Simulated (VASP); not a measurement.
# Ga5N6 in VASP: further runs

The runs below take Ga5N6 through single point, with PBEsol.

All numbers are computed with VASP 6.6.1; they aren't measurements. Logs are shortened: lines on timing, memory, paths and dates and some standing lists are left out, and cuts for length are marked.

### Step 1. The cell of the first run

The cell holds a slab with vacuum, 11 atoms: a = 3.181 Å, b = 3.181 Å, c = 18.246 Å, α = 90.00°, β = 90.00°, γ = 90.00°.

### Step 2. Single point, PBEsol

Input file INCAR:

```
SYSTEM = Ga5N6
PREC = Accurate
ENCUT = 520
EDIFF = 1E-6
ISMEAR = 0
SIGMA = 0.05
LREAL = .False.
LASPH = .True.
NELM = 60
ALGO = Normal
ISIF = 2
LWAVE = .False.
LCHARG = .False.
LDIPOL = .True.
IDIPOL = 3
DIPOL = 0.5 0.5 0.500
GGA = PS
NBANDS = 58
```

Input file KPOINTS:

```
regular mesh
0
Gamma
  8 8 1
  0 0 0
```

Input file POSCAR:

```
Ga5N6
1.0
    3.1807290383      0.0000000000      0.0000000000
    0.0000000000      3.1807290383      0.0000000000
    0.0000000000      0.0000000000     18.2455753606
N Ga
6 5
Direct
    0.0000000000      0.5000000000      0.1918273297
    0.5000000000      0.0000000000      0.3150963978
    0.0000000000      0.5000000000      0.4383654659
    0.5000000000      0.0000000000      0.5616345341
    0.0000000000      0.5000000000      0.6849036022
    0.5000000000      0.0000000000      0.8081726703
    0.5000000000      0.5000000000      0.2534618637
    0.0000000000      0.0000000000      0.3767309319
    0.5000000000      0.5000000000      0.5000000000
    0.0000000000      0.0000000000      0.6232690681
    0.5000000000      0.5000000000      0.7465381363
```

Potentials or basis: VASP PAW PBE potentials, release 64 (N, Ga_d).

Launch:

```console
$ cat potpaw_PBE.64/N/POTCAR potpaw_PBE.64/Ga_d/POTCAR > POTCAR
$ mpirun -np 1 vasp_std > vasp.out
```

OUTCAR:

```text
SYSTEM = Ga5N6
   PREC = Accurate
   ENCUT = 520
   EDIFF = 1E-6
   ISMEAR = 0
   LREAL = .False.
   LASPH = .True.
   NELM = 60
   ISIF = 2
   GGA = PS

 ion  position               nearest neighbor table
   1  0.000  0.500  0.192-   7 1.95   7 1.95
   2  0.500  0.000  0.315-   7 1.95   8 1.95   7 1.95   8 1.95
   3  0.000  0.500  0.438-   8 1.95   8 1.95   9 1.95   9 1.95
   4  0.500  0.000  0.562-  10 1.95  10 1.95   9 1.95   9 1.95
   5  0.000  0.500  0.685-  10 1.95  11 1.95  10 1.95  11 1.95
   6  0.500  0.000  0.808-  11 1.95  11 1.95
   7  0.500  0.500  0.253-   1 1.95   1 1.95   2 1.95   2 1.95
   8  0.000  0.000  0.377-   3 1.95   3 1.95   2 1.95   2 1.95
   9  0.500  0.500  0.500-   3 1.95   4 1.95   4 1.95   3 1.95
  10  0.000  0.000  0.623-   4 1.95   4 1.95   5 1.95   5 1.95
  11  0.500  0.500  0.747-   6 1.95   6 1.95   5 1.95   5 1.95

  LATTYP: Found a simple tetragonal cell.
 ALAT       =     3.1807290383
 C/A-ratio  =     5.7362872288

  Lattice vectors:

 A1 = (   3.1807290383,   0.0000000000,   0.0000000000)
 A2 = (   0.0000000000,   3.1807290383,   0.0000000000)
 A3 = (   0.0000000000,   0.0000000000,  18.2455753606)

Analysis of symmetry for initial positions (statically):
=====================================================================
 Subroutine PRICEL returns:
 Original cell was already a primitive cell.

 Routine SETGRP: Setting up the symmetry group for a
 simple tetragonal supercell.

 Subroutine GETGRP returns: Found  8 space group operations
 (whereof  8 operations were pure point group operations)
 out of a pool of 16 trial point group operations.

The static configuration has the point symmetry D_2d.

Analysis of symmetry for dynamics (positions and initial velocities):
=====================================================================
 Subroutine PRICEL returns:
 Original cell was already a primitive cell.

 Routine SETGRP: Setting up the symmetry group for a
 simple tetragonal supercell.

 Subroutine GETGRP returns: Found  8 space group operations
 (whereof  8 operations were pure point group operations)
 out of a pool of 16 trial point group operations.

The dynamic configuration has the point symmetry D_2d.

 Subroutine INISYM returns: Found  8 space group operations
 (whereof  8 operations are pure point group operations),
 and found     1 'primitive' translations

----------------------------------------------------------------------------------------

                                     Primitive cell

  volume of cell :     184.5912

  direct lattice vectors                    reciprocal lattice vectors
     3.180729038  0.000000000  0.000000000     0.314393332  0.000000000  0.000000000
     0.000000000  3.180729038  0.000000000     0.000000000  0.314393332  0.000000000
     0.000000000  0.000000000 18.245575361     0.000000000  0.000000000  0.054807808

  length of vectors
     3.180729038  3.180729038 18.245575361     0.314393332  0.314393332  0.054807808

  position of ions in fractional coordinates (direct lattice)
     0.000000000  0.500000000  0.191827330
     0.500000000  0.000000000  0.315096398
     0.000000000  0.500000000  0.438365466
     0.500000000  0.000000000  0.561634534
     0.000000000  0.500000000  0.684903602
     0.500000000  0.000000000  0.808172670
     0.500000000  0.500000000  0.253461864
     0.000000000  0.000000000  0.376730932
     0.500000000  0.500000000  0.500000000
     0.000000000  0.000000000  0.623269068
     0.500000000  0.500000000  0.746538136

  ion indices of the primitive-cell ions
   primitive index   ion index
                 1           1
                 2           2
                 3           3
                 4           4
                 5           5
                 6           6
                 7           7
                 8           8
                 9           9
                10          10
                11          11

----------------------------------------------------------------------------------------

 KPOINTS: regular mesh

Automatic generation of k-mesh.
 Grid dimensions read from file:
 generate k-points for:    8    8    1

 Generating k-lattice:

  Cartesian coordinates                     Fractional coordinates (reciprocal lattice)
     0.039299166  0.000000000  0.000000000     0.125000000  0.000000000  0.000000000
     0.000000000  0.039299166  0.000000000     0.000000000  0.125000000  0.000000000
     0.000000000  0.000000000  0.054807808     0.000000000  0.000000000  1.000000000

  Length of vectors
     0.039299166  0.039299166  0.054807808

  Shift w.r.t. Gamma in fractional coordinates (k-lattice)
     0.000000000  0.000000000  0.000000000

 Subroutine IBZKPT returns following result:
 ===========================================

 Found     15 irreducible k-points:

 Following reciprocal coordinates:
            Coordinates               Weight
  0.000000  0.000000  0.000000      1.000000
  0.125000  0.000000  0.000000      4.000000
  0.250000  0.000000  0.000000      4.000000
  0.375000  0.000000  0.000000      4.000000
  0.500000  0.000000  0.000000      2.000000
  0.125000  0.125000  0.000000      4.000000
  0.250000  0.125000  0.000000      8.000000
  0.375000  0.125000  0.000000      8.000000
  0.500000  0.125000  0.000000      4.000000
  0.250000  0.250000  0.000000      4.000000
  0.375000  0.250000  0.000000      8.000000
  0.500000  0.250000  0.000000      4.000000
  0.375000  0.375000  0.000000      4.000000
  0.500000  0.375000  0.000000      4.000000
  0.500000  0.500000  0.000000      1.000000
   k-points           NKPTS =     15   k-points in BZ     NKDIM =     15   number of bands    NBANDS=     58
   number of dos      NEDOS =    301   number of ions     NIONS =     11
   total plane-waves  NPLWV =  80640
   dimension x,y,z NGX =    24 NGY =   24 NGZ =  140
   dimension x,y,z NGXF=    48 NGYF=   48 NGZF=  280
   ions per type =               6   5
   NGX,Y,Z   is equivalent  to a cutoff of  12.54, 12.54, 12.76 a.u.
   NGXF,Y,Z  is equivalent  to a cutoff of  25.09, 25.09, 25.51 a.u.
 SYSTEM =  Ga5N6
   PREC   = accura    normal or accurate (medium, high low for compatibility)
   ISTART =      0    job   : 0-new  1-cont  2-samecut
   ICHARG =      2    charge: 1-file 2-atom 10-const
   ISPIN  =      1    spin polarized calculation?
   LNONCOLLINEAR =      F non collinear calculations
   LSORBIT =      F    spin-orbit coupling
   LASPH  =      T    aspherical Exc in radial PAW
   ENCUT  =  520.0 eV  38.22 Ry    6.18 a.u.   5.91  5.91 33.92*2*pi/ulx,y,z
   NELM   =     60;   NELMIN=  2; NELMDL= -5     # of ELM steps
   EDIFF  = 0.1E-05   stopping-criterion for ELM
   LREAL  =      F    real-space projection
   EDIFFG = 0.1E-04   stopping-criterion for IOM
   NSW    =      0    number of steps for IOM
   IBRION =     -1    ionic relax: 0-MD 1-quasi-New 2-CG
   NFREE  =      0    steps in history (QN), initial steepest desc. (CG)
   ISIF   =      2    stress and relaxation
   ISYM   =      2    0-nonsym 1-usesym 2-fastsym
   POTIM  = 0.5000    time-step for ionic-motion
   TEBEG  =    0.0;   TEEND  =   0.0 temperature during run
   PSTRESS=    0.0 pullay stress
   NELECT =      95.0000    total number of electrons
   NUPDOWN=      -1.0000    fix difference up-down
   EMIN   =  10.00;   EMAX   =-10.00  energy-range for DOS
   EFERMI =   0.00;   METHOD = LEGACY
   ISMEAR =     0;   SIGMA  =   0.05  broadening in eV -4-tet -1-fermi 0-gaus
   EFERMI_NEDOS =   21; number of points for ismear=-14 and -15
   IALGO  =     38    algorithm
   IMIX   =      4    mixing-type and parameters
     AMIX     =   0.40;   BMIX     =  1.00
     AMIX_MAG =   1.60;   BMIX_MAG =  1.00
  volume/ion in A,a.u.               =      16.78       113.24
  Fermi-wavevector in a.u.,A,eV,Ry     =   1.311935  2.479198 23.417995  1.721174
  Thomas-Fermi vector in A             =   2.442362
   LORBIT       =      0    0 simple, 1 ext, 2 COOP (PROOUT), +10 PAW based schemes
   GGA     = PS    functional components
   LHFCALC =     F    Hartree Fock is set to
   AEXX    =    0.0000 exact exchange contribution
   IVDW    =     0    specifies the selected vdW correction
   LEPSILON=     F    determine dielectric tensor
   LRPA    =     F    only Hartree local field effects (RPA)
 non-spin polarized calculation
 Gauss-broadening in eV      SIGMA  =   0.05
  energy-cutoff  :      520.00
  volume of cell :      184.59
 maximum number of plane-waves:      5032
 NGX is ok and might be reduce to    24
   NGX = 11   NGY = 11   NGZ = 67

 number of electron      94.9999966 magnetization

 dipolmoment           0.000000      0.000000      0.000000 electrons x Angstroem

 Free energy of the ion-electron system (eV)
  ---------------------------------------------------
  ext. energy  EPLUGINS =         0.00000000
  ---------------------------------------------------
  free energy    TOTEN  =       -66.50171688 eV

  energy without entropy =      -66.48517739  energy(sigma->0) =      -66.49344713

 E-fermi :   0.6580     XC(G=0):  -8.7353

 val. band max:        0.6577534604   @ k =   0.5000   0.0000   0.0000
 cond. band min:       0.6625959619   @ k =   0.1250   0.0000   0.0000
 fundamental gap:      0.0048425015
 Fermi energy:         0.6580329864

 k-point     1 :       0.0000    0.0000    0.0000
  band No.  band energies     occupation
      1     -15.6158      2.00000
      2     -15.1678      2.00000
      3     -14.7711      2.00000
      4     -14.6481      2.00000
      5     -13.3158      2.00000
      6     -13.3131      2.00000
[... 50 lines left out ...]
     57       7.5120      0.00000
     58       8.5215      0.00000

 k-point     2 :       0.1250    0.0000    0.0000
  band No.  band energies     occupation
      1     -15.5085      2.00000
      2     -15.0957      2.00000
      3     -14.7389      2.00000
      4     -14.6393      2.00000
      5     -13.2957      2.00000
      6     -13.2802      2.00000
[... 50 lines left out ...]
     57       7.8784      0.00000
     58       8.7163      0.00000

 k-point     3 :       0.2500    0.0000    0.0000
  band No.  band energies     occupation
      1     -15.2436      2.00000
      2     -14.9370      2.00000
      3     -14.6706      2.00000
      4     -14.6204      2.00000
      5     -13.2468      2.00000
      6     -13.2261      2.00000
[... 667 lines left out ...]
      3     -14.4344      2.00000
      4     -14.4252      2.00000
      5     -13.1238      2.00000
      6     -13.1036      2.00000
[... 50 lines left out ...]
     57       8.1929      0.00000
     58       8.6901      0.00000

 k-point    15 :       0.5000    0.5000    0.0000
  band No.  band energies     occupation
      1     -14.6517      2.00000
      2     -14.6517      2.00000
      3     -14.4095      2.00000
      4     -14.4095      2.00000
      5     -13.1184      2.00000
      6     -13.1066      2.00000
[... 50 lines left out ...]
     57       8.0896      0.00000
     58       8.2880      0.00000

------------------------ aborting loop because EDIFF is reached ----------------------------------------

 vacuum level on the upper side and lower side of the slab       (xc-potential included)        -0.785        -0.785

  FORCE on cell =-STRESS in cart. coord.  units (eV):
  Direction    XX          YY          ZZ          XY          YZ          ZX
  --------------------------------------------------------------------------------------
  -------------------------------------------------------------------------------------
  Total       -1.7399550     -1.7399550     -2.6991298      0.0000000      0.0000000      0.0000000
  in kB      -15.1021119    -15.1021119    -23.4273653      0.0000000      0.0000000      0.0000000
  external PRESSURE =     -17.8771963 kB  Pullay stress =       0.0000000 kB

 VOLUME and BASIS-vectors are now :
 -----------------------------------------------------------------------------
  energy-cutoff  :      520.00
  volume of cell :      184.59
      direct lattice vectors                 reciprocal lattice vectors
     3.180729038  0.000000000  0.000000000     0.314393332  0.000000000  0.000000000
     0.000000000  3.180729038  0.000000000     0.000000000  0.314393332  0.000000000
     0.000000000  0.000000000 18.245575361     0.000000000  0.000000000  0.054807808

 POSITION                                       TOTAL-FORCE (eV/Angst)
 -----------------------------------------------------------------------------------
      0.00000      1.59036      3.50000        -0.000000      0.000000      1.379183
      1.59036      0.00000      5.74912         0.000000      0.000000      0.570079
      0.00000      1.59036      7.99823         0.000000      0.000000      0.083383
      1.59036      0.00000     10.24735         0.000000      0.000000     -0.083383
      0.00000      1.59036     12.49646         0.000000      0.000000     -0.570079
      1.59036      0.00000     14.74558         0.000000      0.000000     -1.379183
      1.59036      1.59036      4.62456        -0.000000      0.000000     -1.740071
      0.00000      0.00000      6.87367         0.000000      0.000000     -0.281926
      1.59036      1.59036      9.12279         0.000000     -0.000000     -0.000000
      0.00000      0.00000     11.37190         0.000000      0.000000      0.281926
      1.59036      1.59036     13.62102         0.000000      0.000000      1.740071
 -----------------------------------------------------------------------------------
    total drift:                                0.000000      0.000000     -0.000000

  FREE ENERGIE OF THE ION-ELECTRON SYSTEM (eV)
  ---------------------------------------------------
  free  energy   TOTEN  =       -66.5017168773 eV

  energy  without entropy=      -66.4851773884  energy(sigma->0) =      -66.49344713

 vacuum level on the upper side and lower side of the slab         8.168         8.168
```

Wall time 3.7 min (1 thread of Intel Xeon Platinum 8488C (Sapphire Rapids), shared host); peak memory 0.33 GiB.

Results:

* Free energy: -66.5017 eV
* Largest force: 1.740 eV/Å

Forces in eV/Å, atoms in the order of the input:
```
N    0.000  0.000  1.379
N    0.000  0.000  0.570
N    0.000  0.000  0.083
N    0.000  0.000 -0.083
N    0.000  0.000 -0.570
N    0.000  0.000 -1.379
Ga   0.000  0.000 -1.740
Ga   0.000  0.000 -0.282
Ga   0.000  0.000  0.000
Ga   0.000  0.000  0.282
Ga   0.000  0.000  1.740
```

Levels at points of the mesh, in eV from the Fermi level:
```tsv
k point	band 45	band 46	band 47	band 48	band 49	band 50	band 51	band 52
(0.00, 0.00, 0.00)	0.02	0.02	0.03	0.79	0.79	2.23	3.18	3.51
(0.50, 0.00, 0.00)	-0.69	-0.42	-0.15	0.00	1.00	4.69	4.73	5.74
(0.50, 0.50, 0.00)	-2.54	-0.71	-0.71	-0.69	-0.68	3.56	3.56	5.09
```

Caveat: the PAW data sets were made with another functional, which shifts forces and pressure a little.

### Step 3. Single point, PBEsol

This run uses another cell than the first one, of 24.14 Å³/atom, 1.438 times its volume.

Input file INCAR:

```
PREC = Accurate
ENCUT = 520
EDIFF = 1E-6
ISMEAR = 0
SIGMA = 0.05
LREAL = F
LASPH = T
NELM = 60
ALGO = Normal
ISIF = 2
LWAVE = F
LCHARG = T
LDIPOL = T
IDIPOL = 3
DIPOL = 0.5 0.5 0.500
GGA = PS
LELF = T
LVHAR = T
LVACPOTAV = T
NBANDS = 58
```

Input file KPOINTS:

```
regular mesh
0
Gamma
  8 8 1
```

Input file POSCAR:

```
Ga5N6
1.0
    3.1807290383      0.0000000000      0.0000000000
    0.0000000000      3.1807290383      0.0000000000
    0.0000000000      0.0000000000     26.2455753606
N Ga
6 5
Direct
    0.0000000000      0.5000000000      0.2857624532
    0.5000000000      0.0000000000      0.3714574719
    0.0000000000      0.5000000000      0.4571524906
    0.5000000000      0.0000000000      0.5428475094
    0.0000000000      0.5000000000      0.6285425281
    0.5000000000      0.0000000000      0.7142375468
    0.5000000000      0.5000000000      0.3286099625
    0.0000000000      0.0000000000      0.4143049813
    0.5000000000      0.5000000000      0.5000000000
    0.0000000000      0.0000000000      0.5856950187
    0.5000000000      0.5000000000      0.6713900375
```

Potentials or basis: VASP PAW PBE potentials, release 64 (N, Ga_d).

Launch:

```console
$ cat potpaw_PBE.64/N/POTCAR potpaw_PBE.64/Ga_d/POTCAR > POTCAR
$ mpirun -np 1 vasp_std > vasp.out
```

Wall time 6.8 min (1 thread of Intel Xeon Platinum 8488C (Sapphire Rapids), shared host); peak memory 0.42 GiB.

It converged, with:

* Free energy: -66.4982 eV
* Largest force: 1.740 eV/Å

Forces on the atoms (eV/Å):
```
N    0.000  0.000  1.378
N    0.000  0.000  0.570
N    0.000  0.000  0.084
N    0.000  0.000 -0.084
N    0.000  0.000 -0.570
N    0.000  0.000 -1.378
Ga   0.000  0.000 -1.740
Ga   0.000  0.000 -0.282
Ga   0.000  0.000  0.000
Ga   0.000  0.000  0.282
Ga   0.000  0.000  1.740
```

Levels at points of the mesh, in eV from the Fermi level:
| k point | band 46 | band 47 | band 48 | band 49 | band 50 | band 51 |
| --- | --- | --- | --- | --- | --- | --- |
| (0.00, 0.00, 0.00) | 0.02 | 0.03 | 0.79 | 0.79 | 2.24 | 3.18 |
| (0.50, 0.00, 0.00) | -0.42 | -0.15 | 0.00 | 1.00 | 4.69 | 4.73 |
| (0.50, 0.50, 0.00) | -0.71 | -0.71 | -0.69 | -0.68 | 3.56 | 3.56 |

Caveat: the PAW data sets were made with another functional, which shifts forces and pressure a little.

### Step 4. Single point, PBEsol

This run uses another cell than the first one, of 24.14 Å³/atom, 1.438 times its volume.

Input file INCAR:

```
ALGO = Normal
DIPOL = 0.5 0.5 0.500
EDIFF = 1E-6
ENCUT = 520
GGA = PS
IDIPOL = 3
ISIF = 2
ISMEAR = 0
LASPH = True
LCHARG = False
LDIPOL = True
LREAL = False
LWAVE = False
NBANDS = 58
NELM = 60
PREC = Accurate
SIGMA = 0.05
```

Input file KPOINTS:

```
k-points
0
Gamma
  8 8 1
```

Input file POSCAR:

```
Ga5N6
1.0
    3.1807290383      0.0000000000      0.0000000000
    0.0000000000      3.1807290383      0.0000000000
    0.0000000000      0.0000000000     26.2455753606
N Ga
6 5
Direct
    0.0000000000      0.5000000000      0.2920112399
    0.5000000000      0.0000000000      0.3725988844
    0.0000000000      0.5000000000      0.4572928332
    0.5000000000      0.0000000000      0.5427072103
    0.0000000000      0.5000000000      0.6274011002
    0.5000000000      0.0000000000      0.7079887402
    0.5000000000      0.5000000000      0.3270943633
    0.0000000000      0.0000000000      0.4140121081
    0.5000000000      0.5000000000      0.4999999909
    0.0000000000      0.0000000000      0.5859879155
    0.5000000000      0.5000000000      0.6729056140
```

Launch:

```console
$ cat potpaw_PBE.64/N/POTCAR potpaw_PBE.64/Ga_d/POTCAR > POTCAR
$ mpirun -np 1 vasp_std > vasp.out
```

Run time: 7.5 min. Hardware: 1 thread of Intel Xeon Platinum 8488C (Sapphire Rapids), shared host; peak memory 0.42 GiB.

It converged, with:

- Free energy: -66.8576 eV
- Largest force: 0.043 eV/Å

Forces in eV/Å, atoms in the order of the input:
```
N    0.000  0.000  0.041
N    0.000  0.000  0.010
N    0.000  0.000  0.009
N    0.000  0.000 -0.009
N    0.000  0.000 -0.010
N    0.000  0.000 -0.041
Ga   0.000  0.000 -0.043
Ga   0.000  0.000 -0.009
Ga   0.000  0.000  0.000
Ga   0.000  0.000  0.009
Ga   0.000  0.000  0.043
```

Levels at points of the mesh, in eV from the Fermi level:
```csv
k point,band 43,band 44,band 45,band 46,band 47,band 48,band 49,band 50,band 51,band 52
"(0.00, 0.00, 0.00)",-0.88,-0.52,-0.26,-0.26,0.06,0.68,0.68,2.52,3.44,3.94
"(0.50, 0.00, 0.00)",-1.22,-0.99,-0.88,-0.67,-0.46,0.10,0.88,4.99,5.05,6.08
"(0.50, 0.50, 0.00)",-3.11,-2.77,-2.61,-0.85,-0.84,-0.79,-0.77,3.86,3.86,5.57
```

Caveat: the PAW data sets were made with another functional, which shifts forces and pressure a little.
